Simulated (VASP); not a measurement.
# Te: relaxation of cell and atoms with PBEsol

Crystal: Te.

```
Te
1.0
     0.00000    2.95976    2.95976
     2.95976    0.00000    2.95976
     2.95976    2.95976    0.00000
Te
2
Direct
  0.87500 0.87500 0.87500
  0.12500 0.12500 0.12500
```

This isn't the form of Te at room conditions, which is trigonal, of chains.

```
Program                : VASP 6.6.1
Task                   : relaxation of cell and atoms
Functional             : PBEsol
Potentials or basis    : VASP PAW PBE potentials, release 64 (Te)
Cutoff                 : 600 eV
k mesh                 : 11 × 11 × 11
Occupations            : fermi-dirac, width 0.1 eV
Spin                   : no spin polarisation
Target pressure        : 20 GPa
Dipole correction      : no
Further INCAR settings : ALGO = Normal; EDIFF = 1e-06; IBRION = 2; EDIFFG = -0.005; NSW = 60; ISIF = 3
```

```
Relaxed volume                                             : 31.76 Å³/atom
Relaxed cell                                               : a = 4.479 Å, b = 4.479 Å, c = 4.479 Å, α = 60.00°, β = 60.00°, γ = 60.00°
Space group after relaxing (to 0.1 Å)                      : Fd-3m (No. 227)
Energy change on relaxing (the run minimises the enthalpy) : -1193.7 meV/atom
Ionic steps                                                : 5
Pressure after relaxing                                    : 20.0 GPa
Band gap on the k mesh                                     : zero (bands 6 and 7 overlap by 1.86 eV)
```

Step by step:
```
step  energy change (eV)  largest force (eV/Å)  pressure (GPa)  volume (Å³)
   1              0.0000                0.0000           49.79        51.86
   2             -3.4593                0.0000           -2.40        97.09
   3             -2.6083                0.0000           17.08        65.44
   4             -2.4257                0.0000           19.50        63.84
   5             -2.3875                0.0000           20.00        63.53
```

Final structure:
```yaml
crystal:
  lattice:
    - [0.00000, 3.16696, 3.16696]
    - [3.16696, 0.00000, 3.16696]
    - [3.16696, 3.16696, 0.00000]
  atoms:
    - { symbol: Te, position: [0.87500, 0.87500, 0.87500] }
    - { symbol: Te, position: [0.12500, 0.12500, 0.12500] }
```

Levels at points of the mesh, in eV from the Fermi level:
```tsv
k point	band 4	band 5	band 6	band 7	band 8	band 9
(0.00, 0.00, 0.00)	-4.13	-4.13	-1.22	-1.22	-1.22	3.19
```

Wall time 3.5 min on 1 thread of Oxide Virtual Turin-like Processor, on a shared host, peak memory 0.19 GiB.

Caveat: the cell is relaxed towards a set pressure, so the run minimises the enthalpy, not the energy; the volume moved by over 15 % at a fixed basis, so the end points are rough; the PAW data sets were made with another functional, which shifts forces and pressure a little; spin-orbit coupling is left out, which moves the levels of the heavy elements.
